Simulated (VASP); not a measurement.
# Rh (I4/mmm) in VASP: further runs, part 2 of 2

VASP 6.6.1. Earlier steps stand in the parts before.

**4. Single point, LDA (15.34 Å³/atom)**

This run uses another cell than the first one, of 15.34 Å³/atom.

Input file INCAR:

```
SYSTEM = Rh
PREC = Accurate
ENCUT = 520
EDIFF = 1E-6
ISMEAR = 0
SIGMA = 0.15
LREAL = .False.
LASPH = .True.
NELM = 100
ALGO = Fast
ISIF = 2
LWAVE = .False.
LCHARG = .False.
NBANDS = 14
```

Input file KPOINTS:

```
Automatic mesh
0
Gamma
  22 22 22
  0 0 0
```

Input file POSCAR:

```
Rh
1.0
    0.0000000000      2.1860944436      1.6052491499
    2.1860944436      0.0000000000      1.6052491499
    2.1860944436      2.1860944436      0.0000000000
Rh
1
Direct
    0.0000000000      0.0000000000      0.0000000000
```

Potentials or basis: VASP PAW LDA potentials, release 64 (Rh_pv).

Command:

```console
> cat potpaw_LDA.64/Rh_pv/POTCAR > POTCAR
> mpirun -np 1 vasp_std > vasp.out
```

OUTCAR:

```text
SYSTEM = Rh
   PREC = Accurate
   ENCUT = 520
   EDIFF = 1E-6
   ISMEAR = 0
   LREAL = .False.
   LASPH = .True.
   NELM = 100
   ISIF = 2

 ion  position               nearest neighbor table
   1  0.000  0.000  0.000-

  LATTYP: Found a body centered tetragonal cell.
 ALAT       =     3.0916044108
 C/A-ratio  =     1.0384570188

  Lattice vectors:

 A1 = (   0.0000000000,  -2.1860944436,  -1.6052491499)
 A2 = (   0.0000000000,   2.1860944436,  -1.6052491499)
 A3 = (   2.1860944436,   0.0000000000,   1.6052491499)

Analysis of symmetry for initial positions (statically):
=====================================================================
 Subroutine PRICEL returns:
 Original cell was already a primitive cell.

 Routine SETGRP: Setting up the symmetry group for a
 body centered tetragonal supercell.

 Subroutine GETGRP returns: Found 16 space group operations
 (whereof 16 operations were pure point group operations)
 out of a pool of 16 trial point group operations.

The static configuration has the point symmetry D_4h.

Analysis of symmetry for dynamics (positions and initial velocities):
=====================================================================
 Subroutine PRICEL returns:
 Original cell was already a primitive cell.

 Routine SETGRP: Setting up the symmetry group for a
 body centered tetragonal supercell.

 Subroutine GETGRP returns: Found 16 space group operations
 (whereof 16 operations were pure point group operations)
 out of a pool of 16 trial point group operations.

The dynamic configuration has the point symmetry D_4h.

 Subroutine INISYM returns: Found 16 space group operations
 (whereof 16 operations are pure point group operations),
 and found     1 'primitive' translations

----------------------------------------------------------------------------------------

                                     Primitive cell

  volume of cell :      15.3430

  direct lattice vectors                    reciprocal lattice vectors
     0.000000000  2.186094444  1.605249150    -0.228718389  0.228718389  0.311478128
     2.186094444  0.000000000  1.605249150     0.228718389 -0.228718389  0.311478128
     2.186094444  2.186094444  0.000000000     0.228718389  0.228718389 -0.311478128

  length of vectors
     2.712164034  2.712164034  3.091604411     0.449046576  0.449046576  0.449046576

  position of ions in fractional coordinates (direct lattice)
     0.000000000  0.000000000  0.000000000

  ion indices of the primitive-cell ions
   primitive index   ion index
                 1           1

----------------------------------------------------------------------------------------

 KPOINTS: Automatic mesh

Automatic generation of k-mesh.
 Grid dimensions read from file:
 generate k-points for:   22   22   22

 Generating k-lattice:

  Cartesian coordinates                     Fractional coordinates (reciprocal lattice)
    -0.010396290  0.010396290  0.014158097     0.045454545 -0.000000000  0.000000000
     0.010396290 -0.010396290  0.014158097    -0.000000000  0.045454545  0.000000000
     0.010396290  0.010396290 -0.014158097     0.000000000  0.000000000  0.045454545

  Length of vectors
     0.020411208  0.020411208  0.020411208

  Shift w.r.t. Gamma in fractional coordinates (k-lattice)
     0.000000000  0.000000000  0.000000000

 Subroutine IBZKPT returns following result:
 ===========================================

 Found    834 irreducible k-points:

 Following reciprocal coordinates:
            Coordinates               Weight
  0.000000  0.000000  0.000000      1.000000
  0.045455  0.000000  0.000000      8.000000
  0.090909  0.000000  0.000000      8.000000
  0.136364  0.000000  0.000000      8.000000
  0.181818  0.000000  0.000000      8.000000
  0.227273  0.000000  0.000000      8.000000
[... 16 lines left out ...]
  0.500000  0.045455  0.000000      8.000000
 -0.454545  0.045455  0.000000      8.000000
 [... further k-points ...]
   k-points           NKPTS =    834   k-points in BZ     NKDIM =    834   number of bands    NBANDS=     14
   number of dos      NEDOS =    301   number of ions     NIONS =      1
   total plane-waves  NPLWV =   9600
   dimension x,y,z NGX =    20 NGY =   20 NGZ =   24
   dimension x,y,z NGXF=    40 NGYF=   40 NGZF=   48
   ions per type =               1
   NGX,Y,Z   is equivalent  to a cutoff of  12.26, 12.26, 12.91 a.u.
   NGXF,Y,Z  is equivalent  to a cutoff of  24.52, 24.52, 25.81 a.u.
 SYSTEM =  Rh
   PREC   = accura    normal or accurate (medium, high low for compatibility)
   ISTART =      0    job   : 0-new  1-cont  2-samecut
   ICHARG =      2    charge: 1-file 2-atom 10-const
   ISPIN  =      1    spin polarized calculation?
   LNONCOLLINEAR =      F non collinear calculations
   LSORBIT =      F    spin-orbit coupling
   LASPH  =      T    aspherical Exc in radial PAW
   ENCUT  =  520.0 eV  38.22 Ry    6.18 a.u.   5.04  5.04  5.75*2*pi/ulx,y,z
   NELM   =    100;   NELMIN=  2; NELMDL= -5     # of ELM steps
   EDIFF  = 0.1E-05   stopping-criterion for ELM
   LREAL  =      F    real-space projection
   EDIFFG = 0.1E-04   stopping-criterion for IOM
   NSW    =      0    number of steps for IOM
   IBRION =     -1    ionic relax: 0-MD 1-quasi-New 2-CG
   NFREE  =      0    steps in history (QN), initial steepest desc. (CG)
   ISIF   =      2    stress and relaxation
   ISYM   =      2    0-nonsym 1-usesym 2-fastsym
   POTIM  = 0.5000    time-step for ionic-motion
   TEBEG  =    0.0;   TEEND  =   0.0 temperature during run
   PSTRESS=    0.0 pullay stress
   NELECT =      15.0000    total number of electrons
   NUPDOWN=      -1.0000    fix difference up-down
   EMIN   =  10.00;   EMAX   =-10.00  energy-range for DOS
   EFERMI =   0.00;   METHOD = LEGACY
   ISMEAR =     0;   SIGMA  =   0.15  broadening in eV -4-tet -1-fermi 0-gaus
   EFERMI_NEDOS =   21; number of points for ismear=-14 and -15
   IALGO  =     68    algorithm
   IMIX   =      4    mixing-type and parameters
     AMIX     =   0.40;   BMIX     =  1.00
     AMIX_MAG =   1.60;   BMIX_MAG =  1.00
  volume/ion in A,a.u.               =      15.34       103.54
  Fermi-wavevector in a.u.,A,eV,Ry     =   1.624807  3.070440 35.919357  2.639998
  Thomas-Fermi vector in A             =   2.718034
   LORBIT       =      0    0 simple, 1 ext, 2 COOP (PROOUT), +10 PAW based schemes
   GGA     = CA    functional components
   LHFCALC =     F    Hartree Fock is set to
   AEXX    =    0.0000 exact exchange contribution
   IVDW    =     0    specifies the selected vdW correction
   LEPSILON=     F    determine dielectric tensor
   LRPA    =     F    only Hartree local field effects (RPA)
 non-spin polarized calculation
 RMM-DIIS sequential band-by-band and
 Gauss-broadening in eV      SIGMA  =   0.15
  energy-cutoff  :      520.00
  volume of cell :       15.34
 maximum number of plane-waves:       430
   NGX = 11   NGY = 11   NGZ = 11

 number of electron      14.9999998 magnetization

 Free energy of the ion-electron system (eV)
  ---------------------------------------------------
  ext. energy  EPLUGINS =         0.00000000
  ---------------------------------------------------
  free energy    TOTEN  =        -8.15598308 eV

  energy without entropy =       -8.12477287  energy(sigma->0) =       -8.14037797

 E-fermi :   9.6449     XC(G=0): -13.6521

 val. band max:        9.6447809415   @ k =  -0.3182   0.1818   0.4091
 cond. band min:       9.6455481656   @ k =  -0.4545   0.0909   0.2727
 fundamental gap:      0.0007672241
 Fermi energy:         9.6448728936

 k-point     1 :       0.0000    0.0000    0.0000
  band No.  band energies     occupation
      1     -36.0745      2.00000
      2     -36.0745      2.00000
      3     -36.0137      2.00000
      4       2.5516      2.00000
      5       7.0159      2.00000
      6       7.0159      2.00000
      7       7.2764      2.00000
      8       9.0584      2.00000
      9       9.4572      1.92317
     10      27.4456      0.00000
     11      28.1598      0.00000
     12      28.1598      0.00000
     13      30.6925      0.00000
     14      36.8254      0.00000
[... 375 lines left out ...]
 k-point    24 :      -0.4545    0.0455    0.0000
  band No.  band energies     occupation
      1     -36.5567      2.00000
      2     -36.2465      2.00000
      3     -36.0456      2.00000
      4       4.5812      2.00000
      5       5.9724      2.00000
      6       8.8060      2.00000
      7       9.2493      1.99981
      8      10.8676      0.00000
      9      11.1008      0.00000
     10      18.2656      0.00000
     11      24.3698      0.00000
     12      27.2633      0.00000
     13      30.6923      0.00000
     14      34.1972      0.00000

 [... further k-points ...]

------------------------ aborting loop because EDIFF is reached ----------------------------------------

  FORCE on cell =-STRESS in cart. coord.  units (eV):
  Direction    XX          YY          ZZ          XY          YZ          ZX
  --------------------------------------------------------------------------------------
  -------------------------------------------------------------------------------------
  Total       -2.7247945     -2.7247945     -1.8686102      0.0000000     -0.0000000      0.0000000
  in kB     -284.5339224   -284.5339224   -195.1277405      0.0000000     -0.0000000      0.0000000
  external PRESSURE =    -254.7318618 kB  Pullay stress =       0.0000000 kB

 VOLUME and BASIS-vectors are now :
 -----------------------------------------------------------------------------
  energy-cutoff  :      520.00
  volume of cell :       15.34
      direct lattice vectors                 reciprocal lattice vectors
     0.000000000  2.186094444  1.605249150    -0.228718389  0.228718389  0.311478128
     2.186094444  0.000000000  1.605249150     0.228718389 -0.228718389  0.311478128
     2.186094444  2.186094444  0.000000000     0.228718389  0.228718389 -0.311478128

 POSITION                                       TOTAL-FORCE (eV/Angst)
 -----------------------------------------------------------------------------------
      0.00000      0.00000      0.00000         0.000000      0.000000      0.000000
 -----------------------------------------------------------------------------------
    total drift:                                0.000000     -0.000000     -0.000000

  FREE ENERGIE OF THE ION-ELECTRON SYSTEM (eV)
  ---------------------------------------------------
  free  energy   TOTEN  =        -8.1559830810 eV

  energy  without entropy=       -8.1247728689  energy(sigma->0) =       -8.14037797
```

stdout:

```text
POSCAR found type information on POSCAR Rh
 POSCAR found :  1 types and       1 ions
 scaLAPACK will be used
 LDA part: xc-table for (Slater(with rela. corr.)+CA(PZ))
 , standard interpolation
 POSCAR, INCAR and KPOINTS ok, starting setup
 FFT: planning ... GRIDC
 FFT: planning ... GRID_SOFT
 FFT: planning ... GRID
 WAVECAR not read
 entering main loop
```

It took 82 s on 1 thread of AMD EPYC 9R45 (Zen 5), shared host; peak memory 0.22 GiB.

Results:

```yaml
Free_energy: -8.1560 eV
Pressure: -25.5 GPa
Band_gap_on_the_k_mesh: zero (an odd number of electrons rules out a gap without spin polarisation)
```

Caveat: the stress differs along the axes, from -28 to -20 GPa.

**5. Single point, LDA (15.34 Å³/atom)**

This run uses another cell than the first one, of 15.34 Å³/atom.

Input file INCAR:

```
PREC = Accurate
ENCUT = 520
EDIFF = 1E-6
ISMEAR = 0
SIGMA = 0.15
LREAL = False
LASPH = True
NELM = 80
ALGO = Fast
ISIF = 2
LWAVE = False
LCHARG = True
LELF = True
LVHAR = True
NBANDS = 14
```

Input file KPOINTS:

```
regular mesh
0
Gamma
  22 22 22
```

Input file POSCAR:

```
Rh
1.0
    0.0000000000      2.2431294633      1.5246550962
    2.2431294633      0.0000000000      1.5246550962
    2.2431294633      2.2431294633      0.0000000000
Rh
1
Direct
    0.0000000000      0.0000000000      0.0000000000
```

Command:

```console
> cat potpaw_LDA.64/Rh_pv/POTCAR > POTCAR
> mpirun -np 1 vasp_std > vasp.out
```

It took 87 s on 1 thread of AMD EPYC 9R45 (Zen 5), shared host; peak memory 0.22 GiB.

Results (log left out):

```
Free energy            : -8.1566 eV
Pressure               : -25.5 GPa
Band gap on the k mesh : zero (an odd number of electrons rules out a gap without spin polarisation)
```

Stress tensor (GPa, compression positive):
```
-22.52   0.00   0.00
  0.00 -22.52   0.00
  0.00   0.00 -31.36
```

Levels at points of the mesh, in eV from the Fermi level:
```
           k point  band 4  band 5  band 6  band 7  band 8  band 9  band 10  band 11
(0.00, 0.00, 0.00)   -7.09   -2.73   -2.44   -2.44   -0.61   -0.16    18.01    18.01
(0.50, 0.00, 0.00)   -5.14   -3.97   -0.38    0.02    1.39    1.44     8.49    14.23
(0.50, 0.50, 0.00)   -5.07   -5.04    0.90    0.90    1.03    8.55     8.55     9.76
(0.50, 0.00, 0.50)   -5.14   -3.64   -0.73   -0.15    1.18    1.33     8.08    14.68
```

Caveat: the stress differs along the axes, from -31 to -23 GPa.

**6. Overview**

```csv
cell,further INCAR settings,gap on the mesh (eV),pressure (GPa)
"a = 2.436, b = 2.436, c = 2.849 Å, angles 54.2, 54.2, 71.6°, 1 atom",ALGO = Fast; EDIFF = 1e-06; NBANDS = 14,none,97.7
"a = 2.670, b = 2.670, c = 3.123 Å, angles 54.2, 54.2, 71.6°, 1 atom",ALGO = Fast; EDIFF = 1e-07; NBANDS = 14,none,-17.4
"a = 2.712, b = 2.712, c = 3.092 Å, angles 55.3, 55.3, 69.5°, 1 atom",ALGO = Fast; EDIFF = 1e-06; NBANDS = 14,none,-25.5
"a = 2.712, b = 2.712, c = 3.172 Å, angles 54.2, 54.2, 71.6°, 1 atom",ALGO = Fast; EDIFF = 1e-06; NBANDS = 14,none,-25.5
```

Alike in all rows: task single point; level LDA; potentials or basis VASP PAW LDA potentials, release 64 (Rh_pv); no spin polarisation; k mesh 22 × 22 × 22; cutoff (eV) 520; smearing gaussian 0.15 eV.

Caveats: the stress differs along the axes, from 83 to 105 GPa (at least some runs); the stress differs along the axes, from -24 to -14 GPa (at least some runs); the stress differs along the axes, from -28 to -20 GPa (at least some runs); the stress differs along the axes, from -31 to -23 GPa (at least some runs).

Absolute energies hang on the potentials; compare differences alone.
